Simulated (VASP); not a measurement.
Write the native input for VASP 6.6.1 that does the following.

* Task: relaxation of cell and atoms
* Functional: PBEsol
* Dispersion: D3(BJ)
* Potentials or basis: VASP PAW PBE potentials, release 64 (Zn)
* Cutoff: 600 eV
* k mesh: 12 × 12 × 12
* Occupations: fermi-dirac, width 0.05 eV
* Spin: no spin polarisation
* Dipole correction: no
* Further INCAR settings: ALGO = Normal; EDIFF = 1e-07; IBRION = 2; EDIFFG = -0.01; NSW = 60; ISIF = 3

The structure of Zn lies in POSCAR:

```
Zn
1.0
   -1.5690370000      1.5690370000      1.5690370000
    1.5690370000     -1.5690370000      1.5690370000
    1.5690370000      1.5690370000     -1.5690370000
Zn
1
Direct
    0.0000000000      0.0000000000      0.0000000000
```

One way to write it, as run:

INCAR

```
PREC     = Accurate       # precision mode
ENCUT    = 600            # plane-wave cutoff, eV
EDIFF    = 1E-7           # SCF threshold, eV
ISMEAR   = -1             # smearing method
SIGMA    = 0.05           # smearing width, eV
LREAL    = False          # projectors in reciprocal space
LASPH    = True           # aspherical terms in the spheres
NELM     = 60             # most SCF steps
ALGO     = Normal         # electronic algorithm
ISIF     = 3              # what is computed and relaxed
LWAVE    = False          # write WAVECAR
LCHARG   = False          # write CHGCAR
GGA      = PS             # functional
IVDW     = 12             # dispersion correction
IBRION   = 2              # ionic algorithm
NSW      = 60             # ionic steps
EDIFFG   = -0.01          # ionic threshold
```

KPOINTS

```
regular mesh
0
Gamma
  12 12 12
```

Potentials or basis: VASP PAW PBE potentials, release 64 (Zn).

The run is started by

```sh
$ cat potpaw_PBE.64/Zn/POTCAR > POTCAR
$ mpirun -np 1 vasp_std > vasp.out
```

Results of the run:

The relaxed volume is 13.63 Å³/atom. The relaxed cell is a = 2.607 Å, b = 2.607 Å, c = 2.607 Å, α = 109.47°, β = 109.47°, γ = 109.47° and the space group after relaxing (to 0.05 Å) is Im-3m (No. 229). The energy gained by relaxing is 57.8 meV/atom, the ionic steps are 4 and the pressure after relaxing is -0.1 GPa. The band gap on the k mesh is zero (band 6 reaches 8.24 eV, above the bottom of band 7 at 3.10 eV) and the dispersion energy per atom is -0.401 eV.

Caveat: the PAW data sets were made with another functional, which shifts forces and pressure a little; pairwise dispersion overbinds metals, which lowers pressure and volume.

Run time: 56 s on 1 thread of AMD EPYC 7R13 (shared host), peak memory 0.13 GiB.
